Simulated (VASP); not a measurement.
Rh, 1 atom in the cell. Symmetry: I4/mmm, No. 139, tetragonal system. Conventional cell: a = 2.726 Å, b = 2.726 Å, c = 3.701 Å, α = 90.00°, β = 90.00°, γ = 90.00°. Rh (site symmetry 4/mmm) has 12 Rh at 2.67 to 2.73 Å within 3.5 Å.  This cell differs from its parent crystal: ratio of the length along z to the lengths across it x 0.96, volume and fractional coordinates fixed.

* Program: VASP 6.6.1
* Task: single point
* Functional: LDA
* Potentials or basis: VASP PAW LDA potentials, release 64 (Rh_pv)
* Cutoff: 520 eV
* k mesh: 24 × 24 × 24
* Occupations: gaussian, width 0.15 eV
* Spin: no spin polarisation
* Dipole correction: no
* Further INCAR settings: ALGO = Fast; EDIFF = 1e-06; NBANDS = 14

Potentials or basis: VASP PAW LDA potentials, release 64 (Rh_pv).

Launch:

```console
$ cat potpaw_LDA.64/Rh_pv/POTCAR > POTCAR
$ mpirun -np 1 vasp_std > vasp.out
```

Hardware: 1 thread of Intel Xeon 8259CL (shared host).

Task: Estimate the wall time of this run.

Result: It took 4.1 min on 1 thread of Intel Xeon 8259CL (shared host), peak memory 0.28 GiB. Counts: scf iterations 11, k points 1063.
